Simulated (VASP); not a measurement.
# TiO2 (R-3m) in VASP: notebook

The runs below take TiO2 through single point, relaxation of cell and atoms, with PBE+D3(BJ)+U.

All numbers are computed with VASP 6.6.1; they aren't measurements. Logs are shortened: lines on timing, memory, paths and dates and some standing lists are left out, and cuts for length are marked.

### 1 The cell of the first run

Symmetry: R-3m, No. 166, trigonal system. Conventional cell: a = 3.008 Å, b = 3.008 Å, c = 14.686 Å, α = 90.00°, β = 90.00°, γ = 120.00°. Ti (site symmetry -3m) has 6 O at 1.98 Å within 2.6 Å. O (site symmetry 3m) has 3 Ti at 1.98 Å and 3 O at 2.58 Å within 2.6 Å.

### 2 Single point, PBE+D3(BJ)+U

INCAR reads:

```
SYSTEM = TiO2
PREC = Accurate
ENCUT = 600
EDIFF = 1E-6
ISMEAR = 0
SIGMA = 0.02
LREAL = .False.
LASPH = .True.
NELM = 200
ALGO = Normal
ISIF = 2
LWAVE = .False.
LCHARG = .False.
LMAXMIX = 4
LDAU = .True.
LDAUTYPE = 2
LDAUL = 2 -1
LDAUU = 4 0
LDAUJ = 0 0
LDAUPRINT = 1
GGA = PE
IVDW = 12
NBANDS = 19
GGA_COMPAT = .False.
```

KPOINTS reads:

```
regular mesh
0
Gamma
  9 9 9
  0 0 0
```

POSCAR reads:

```
TiO2
1.0
    1.5040433916      0.8683598570      4.8951988906
   -1.5040433916      0.8683598570      4.8951988906
    0.0000000000     -1.7367197141      4.8951988906
Ti O
1 2
Direct
    0.0000000000      0.0000000000      0.0000000000
    0.6017580785      0.6017580785      0.6017580785
    0.3982419215      0.3982419215      0.3982419215
```

Potentials or basis: VASP PAW PBE potentials, release 64 (Ti_sv, O).

Run with:

```
$ cat potpaw_PBE.64/Ti_sv/POTCAR potpaw_PBE.64/O/POTCAR > POTCAR
$ mpirun -np 1 vasp_std > vasp.out
```

OUTCAR:

```text
SYSTEM = TiO2
   PREC = Accurate
   ENCUT = 600
   EDIFF = 1E-6
   ISMEAR = 0
   LREAL = .False.
   LASPH = .True.
   NELM = 200
   ISIF = 2
   GGA = PE
   IVDW = 12
 IVDW          = 12

 ion  position               nearest neighbor table
   1  0.000  0.000  0.000-   2 1.98   2 1.98   3 1.98   3 1.98   2 1.98   3 1.98
   2  0.602  0.602  0.602-   1 1.98   1 1.98   1 1.98
   3  0.398  0.398  0.398-   1 1.98   1 1.98   1 1.98

  LATTYP: Found a trigonal (rhomboedric) cell.
 ALAT       =     5.1941474318
 COS(alpha) =     0.8323042014

  Lattice vectors:

 A1 = (   1.5040433916,   0.8683598570,   4.8951988906)
 A2 = (  -1.5040433916,   0.8683598570,   4.8951988906)
 A3 = (   0.0000000000,  -1.7367197141,   4.8951988906)

Analysis of symmetry for initial positions (statically):
=====================================================================
 Subroutine PRICEL returns:
 Original cell was already a primitive cell.

 Routine SETGRP: Setting up the symmetry group for a
 trigonal (rhombohedral) supercell.

 Subroutine GETGRP returns: Found 12 space group operations
 (whereof 12 operations were pure point group operations)
 out of a pool of 12 trial point group operations.

The static configuration has the point symmetry D_3d.

Analysis of symmetry for dynamics (positions and initial velocities):
=====================================================================
 Subroutine PRICEL returns:
 Original cell was already a primitive cell.

 Routine SETGRP: Setting up the symmetry group for a
 trigonal (rhombohedral) supercell.

 Subroutine GETGRP returns: Found 12 space group operations
 (whereof 12 operations were pure point group operations)
 out of a pool of 12 trial point group operations.

The dynamic configuration has the point symmetry D_3d.

 Subroutine INISYM returns: Found 12 space group operations
 (whereof 12 operations are pure point group operations),
 and found     1 'primitive' translations

[... 145 lines left out ...]
  0.1760 -0.0000 -0.0000 -0.0872  0.0000
 -0.0000  0.1859 -0.0000 -0.0000 -0.0872
 -0.0000 -0.0000  0.0918  0.0000  0.0000
 -0.0872 -0.0000  0.0000  0.1859 -0.0000
  0.0000 -0.0872  0.0000 -0.0000  0.1760

spin component  2

  0.1760 -0.0000 -0.0000 -0.0872  0.0000
 -0.0000  0.1859 -0.0000 -0.0000 -0.0872
 -0.0000 -0.0000  0.0918  0.0000  0.0000
 -0.0872 -0.0000  0.0000  0.1859 -0.0000
  0.0000 -0.0872  0.0000 -0.0000  0.1760

 occupancies and eigenvectors

  o =  0.0918  v =  0.0000 -0.0000  1.0000  0.0000 -0.0000  0.0000  0.0000  0.0000  0.0000  0.0000      0.0000  0.0000  0.0000  0.0000  0.0000  0.0000  0.0000  0.0000  0.0000  0.0000
  o =  0.0918  v =  0.0000  0.0000  0.0000  0.0000  0.0000  0.0000 -0.0000  1.0000  0.0000 -0.0000      0.0000  0.0000  0.0000  0.0000  0.0000  0.0000  0.0000  0.0000  0.0000  0.0000
  o =  0.0936  v =  0.0000  0.0000  0.0000  0.0000  0.0000 -0.7269  0.0000 -0.0000 -0.6868  0.0000      0.0000  0.0000  0.0000  0.0000  0.0000  0.0000  0.0000  0.0000  0.0000  0.0000
  o =  0.0936  v = -0.7269  0.0000 -0.0000 -0.6868  0.0000  0.0000  0.0000  0.0000  0.0000  0.0000      0.0000  0.0000  0.0000  0.0000  0.0000  0.0000  0.0000  0.0000  0.0000  0.0000
  o =  0.0936  v =  0.0000  0.6868  0.0000  0.0000  0.7269  0.0000  0.0000  0.0000  0.0000  0.0000      0.0000  0.0000  0.0000  0.0000  0.0000  0.0000  0.0000  0.0000  0.0000  0.0000
  o =  0.0936  v =  0.0000  0.0000  0.0000  0.0000  0.0000  0.0000  0.6868  0.0000  0.0000  0.7269      0.0000  0.0000  0.0000  0.0000  0.0000  0.0000  0.0000  0.0000  0.0000  0.0000
  o =  0.2683  v =  0.6868  0.0000 -0.0000 -0.7269  0.0000  0.0000  0.0000  0.0000  0.0000  0.0000      0.0000  0.0000  0.0000  0.0000  0.0000  0.0000  0.0000  0.0000  0.0000  0.0000
  o =  0.2683  v =  0.0000  0.0000  0.0000  0.0000  0.0000  0.6868  0.0000 -0.0000 -0.7269  0.0000      0.0000  0.0000  0.0000  0.0000  0.0000  0.0000  0.0000  0.0000  0.0000  0.0000
  o =  0.2683  v =  0.0000  0.7269 -0.0000  0.0000 -0.6868  0.0000  0.0000  0.0000  0.0000  0.0000      0.0000  0.0000  0.0000  0.0000  0.0000  0.0000  0.0000  0.0000  0.0000  0.0000
  o =  0.2683  v =  0.0000  0.0000  0.0000  0.0000  0.0000  0.0000  0.7269 -0.0000  0.0000 -0.6868      0.0000  0.0000  0.0000  0.0000  0.0000  0.0000  0.0000  0.0000  0.0000  0.0000

 number of electron      23.9999998 magnetization

 Free energy of the ion-electron system (eV)
  ---------------------------------------------------
  ext. energy  EPLUGINS =         0.00000000
  ---------------------------------------------------
  free energy    TOTEN  =       -23.77927362 eV

  energy without entropy =      -23.77927362  energy(sigma->0) =      -23.77927362

 E-fermi :   2.6705     XC(G=0):  -9.9337

 val. band max:        2.3981007152   @ k =  -0.1111   0.1111   0.0000
 cond. band min:       5.4168062446   @ k =   0.0000   0.0000   0.0000
 fundamental gap:      3.0187055294
 Fermi energy:         2.6705166383

 k-point     1 :       0.0000    0.0000    0.0000
  band No.  band energies     occupation
      1     -55.2193      2.00000
      2     -31.4475      2.00000
      3     -31.1675      2.00000
      4     -31.1675      2.00000
      5     -15.4063      2.00000
      6     -13.4862      2.00000
[... 505 lines left out ...]
      6     -13.7480      2.00000
[... 11 lines left out ...]
     18      13.9037      0.00000
     19      15.2333      0.00000

 [... further k-points ...]

------------------------ aborting loop because EDIFF is reached ----------------------------------------

 Edisp (eV)   -0.58055

 E8    (eV) :    -0.2257

  FORCE on cell =-STRESS in cart. coord.  units (eV):
  Direction    XX          YY          ZZ          XY          YZ          ZX
  --------------------------------------------------------------------------------------
  -------------------------------------------------------------------------------------
  Total       0.87784     0.87784     0.64077     0.00000    -0.00000     0.00000
  in kB      36.66449    36.66449    26.76276     0.00000    -0.00000     0.00000
  external pressure =       33.36 kB  Pullay stress =        0.00 kB

 VOLUME and BASIS-vectors are now :
 -----------------------------------------------------------------------------
  energy-cutoff  :      600.00
  volume of cell :       38.36
      direct lattice vectors                 reciprocal lattice vectors
     1.504043392  0.868359857  4.895198891     0.332437217  0.191932717  0.068093931
    -1.504043392  0.868359857  4.895198891    -0.332437217  0.191932717  0.068093931
     0.000000000 -1.736719714  4.895198891     0.000000000 -0.383865434  0.068093931

 POSITION                                       TOTAL-FORCE (eV/Angst)
 -----------------------------------------------------------------------------------
      0.00000      0.00000      0.00000        -0.000000     -0.000000      0.000000
      0.00000     -0.00000      8.83718         0.000000      0.000000     -0.388799
      0.00000     -0.00000      5.84842         0.000000     -0.000000      0.388799
 -----------------------------------------------------------------------------------
    total drift:                               -0.000000     -0.000000      0.000000

  FREE ENERGIE OF THE ION-ELECTRON SYSTEM (eV)
  ---------------------------------------------------
  free  energy   TOTEN  =       -24.3598258439 eV

  energy  without entropy=      -24.3598258439  energy(sigma->0) =      -24.35982584
```

OSZICAR:

```text
N       E                     dE             d eps       ncg     rms          rms(c)
DAV:   1     0.282952493912E+03    0.28295E+03   -0.13962E+04  3230   0.156E+03
DAV:   2    -0.568260258622E+01   -0.28864E+03   -0.27461E+03  3607   0.423E+02
DAV:   3    -0.320119170879E+02   -0.26329E+02   -0.26079E+02  3795   0.132E+02
DAV:   4    -0.331141746216E+02   -0.11023E+01   -0.11000E+01  4683   0.241E+01
DAV:   5    -0.331332312978E+02   -0.19057E-01   -0.19054E-01  3797   0.300E+00    0.221E+01
DAV:   6    -0.241100490225E+02    0.90232E+01   -0.39424E+01  3870   0.779E+01    0.814E+00
DAV:   7    -0.238406624614E+02    0.26939E+00   -0.57337E+00  3457   0.228E+01    0.589E+00
DAV:   8    -0.238504785425E+02   -0.98161E-02   -0.15070E+00  3459   0.150E+01    0.276E+00
DAV:   9    -0.238296062465E+02    0.20872E-01   -0.23427E-01  3639   0.446E+00    0.220E+00
DAV:  10    -0.237859437756E+02    0.43662E-01   -0.31284E-01  3296   0.701E+00    0.797E-01
DAV:  11    -0.237795081659E+02    0.64356E-02   -0.20368E-02  3488   0.183E+00    0.151E-01
DAV:  12    -0.237792786019E+02    0.22956E-03   -0.96280E-04  4019   0.347E-01    0.684E-02
DAV:  13    -0.237793029633E+02   -0.24361E-04   -0.22542E-04  3522   0.163E-01    0.451E-02
DAV:  14    -0.237792739628E+02    0.29001E-04   -0.12251E-04  3578   0.960E-02    0.136E-02
DAV:  15    -0.237792736245E+02    0.33834E-06   -0.99766E-06  3448   0.367E-02
   1 F= -.24359826E+02 E0= -.24359826E+02  d E =-.248320E-84
```

stdout:

```text
POSCAR found type information on POSCAR TiO
 POSCAR found :  2 types and       3 ions
 scaLAPACK will be used
 LDA part: xc-table for (Slater+PW92), standard interpolation
 POSCAR, INCAR and KPOINTS ok, starting setup
 FFT: planning ... GRIDC
 FFT: planning ... GRID_SOFT
 FFT: planning ... GRID
 WAVECAR not read
 entering main loop
```

Wall time 3.9 min (1 thread of Oxide Virtual Turin-like, shared host); peak memory 0.26 GiB.

Results:

* Free energy: -24.3598 eV
* Pressure: 3.3 GPa
* Largest force: 0.389 eV/Å
* Band gap on the k mesh: 3.02 eV (least direct gap 3.32 eV)
* Dispersion energy per atom: -0.194 eV

Forces in eV/Å, atoms in the order of the input:
```
Ti   0.000  0.000  0.000
O    0.000  0.000 -0.389
O    0.000  0.000  0.389
```

Eigenvalues of the final occupation matrices:
```csv
site,spin,trace,eigenvalues
site 1 d,1,0.82,0.09 0.09 0.09 0.27 0.27
site 1 d,2,0.82,0.09 0.09 0.09 0.27 0.27
```

Caveat: the cell stands under pressure.

### 3 Relaxation of cell and atoms, PBE+D3(BJ)+U

INCAR reads:

```
PREC = Accurate ; ENCUT = 600
EDIFF = 1E-7 ; ISMEAR = 0
SIGMA = 0.02 ; LREAL = F
LASPH = T ; NELM = 200
ALGO = Normal ; ISIF = 3
LWAVE = F ; LCHARG = F
LMAXMIX = 4 ; LDAU = T
LDAUTYPE = 2 ; LDAUL = 2 -1
LDAUU = 4 0 ; LDAUJ = 0 0
LDAUPRINT = 1 ; GGA = PE
IVDW = 12 ; IBRION = 2
NSW = 100 ; EDIFFG = -0.005
GGA_COMPAT = F ; NELMIN = 4
```

KPOINTS reads:

```
Automatic mesh
0
Gamma
  9 9 9
```

POSCAR is that of step 2.

Potentials or basis: VASP PAW PBE potentials, release 64 (Ti_sv, O).

Run with:

```
$ cat potpaw_PBE.64/Ti_sv/POTCAR potpaw_PBE.64/O/POTCAR > POTCAR
$ mpirun -np 1 vasp_std > vasp.out
```

Wall time 25 min (1 thread of Oxide Virtual Turin-like, shared host); peak memory 0.28 GiB.

Results (log left out):

| Item | Value |
| --- | --- |
| Free energy | -24.3689 eV |
| Relaxed volume | 12.84 Å³/atom |
| Relaxed cell | a = 5.180 Å, b = 5.180 Å, c = 5.180 Å, α = 33.90°, β = 33.90°, γ = 33.90° |
| Space group after relaxing (to 0.1 Å) | R-3m (No. 166) |
| Energy gained by relaxing | 3.0 meV/atom |
| Ionic steps | 12 |
| Pressure after relaxing | 0.0 GPa |
| Band gap on the k mesh | 2.93 eV (least direct gap 3.21 eV) |
| Dispersion energy per atom | -0.193 eV |

Forces on the atoms (eV/Å):
```
Ti   0.000  0.000  0.000
O    0.000  0.000  0.002
O    0.000  0.000 -0.002
```

Step by step:
| step | energy change (eV) | largest force (eV/Å) | pressure (GPa) | volume (Å³) |
| --- | --- | --- | --- | --- |
| 1 | 0.0000 | 0.3880 | 3.38 | 38.36 |
| 2 | 0.0153 | 0.4943 | -5.64 | 39.88 |
| 3 | -0.0085 | 0.0440 | -0.19 | 38.92 |
| 4 | -0.0085 | 0.0506 | -0.13 | 38.91 |
| 5 | -0.0087 | 0.0257 | -0.05 | 38.85 |
| 6 | -0.0088 | 0.0116 | -0.01 | 38.82 |
| 7 | -0.0088 | 0.0011 | -0.11 | 38.80 |
| 8 | -0.0089 | 0.0225 | -0.32 | 38.77 |
| 9 | -0.0089 | 0.0217 | -0.31 | 38.76 |
| 10 | -0.0089 | 0.0189 | -0.27 | 38.72 |
| 11 | -0.0090 | 0.0133 | -0.19 | 38.66 |
| 12 | -0.0090 | 0.0022 | -0.03 | 38.53 |

Final structure:
```cif
data_structure
_symmetry_space_group_name_H-M 'P 1'
_symmetry_Int_Tables_number 1
_cell_length_a 5.1796
_cell_length_b 5.1796
_cell_length_c 5.1796
_cell_angle_alpha 33.903
_cell_angle_beta 33.903
_cell_angle_gamma 33.903
_cell_volume 38.53
loop_
_atom_site_label
_atom_site_type_symbol
_atom_site_fract_x
_atom_site_fract_y
_atom_site_fract_z
_atom_site_occupancy
Ti1 Ti 0.00000 0.00000 0.00000 1
O1 O 0.60056 0.60056 0.60056 1
O2 O 0.39944 0.39944 0.39944 1
```

Levels at points of the mesh, in eV from the valence-band top:
```csv
k point,band 9,band 10,band 11,band 12,band 13,band 14,band 15,band 16
"(0.00, 0.00, 0.00)",-3.78,-0.58,-0.58,-0.33,2.93,2.93,4.40,6.42
```

Eigenvalues of the final occupation matrices:
| site | spin | trace | eigenvalues |
| --- | --- | --- | --- |
| site 1 d | 1 | 0.81 | 0.09 0.09 0.09 0.27 0.27 |
| site 1 d | 2 | 0.81 | 0.09 0.09 0.09 0.27 0.27 |

A k mesh can miss the band edges.
